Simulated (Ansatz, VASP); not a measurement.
# AlAs in VASP and in Ansatz

```
Al As
1.0
     0.00000    2.83040    2.83040
     2.83040    0.00000    2.83040
     2.83040    2.83040    0.00000
Al As
1 1
Direct
  0.00000 0.00000 0.00000
  0.25000 0.25000 0.25000
```

Alike in both runs: task single point; functional PBE; k mesh 6 × 6 × 6; occupations gaussian, width 0.1 eV; no spin polarisation.

|  | VASP | Ansatz |
| --- | --- | --- |
| version | VASP 6.6.1 | Ansatz 0.2.0 |
| potentials or method | VASP PAW PBE potentials, release 64 (Al, As), cutoff 500 eV | scalar-relativistic, plane waves, PAW |
| valence electrons in the cell | 8 | 18 |

```csv
,VASP,Ansatz,Ansatz less VASP
gap on the k mesh at the Fermi level (eV),1.43,1.44,+0.010
least direct gap on the mesh (eV),2.06,2.05,-0.007
pressure (GPa),2.8,2.6,-0.19
```

With one functional, cell and mesh, what is left measures potentials, basis and numerics. VASP's potentials hold 8 valence electrons a cell and Ansatz's 18, so a difference there can come from the potentials and not from the codes.
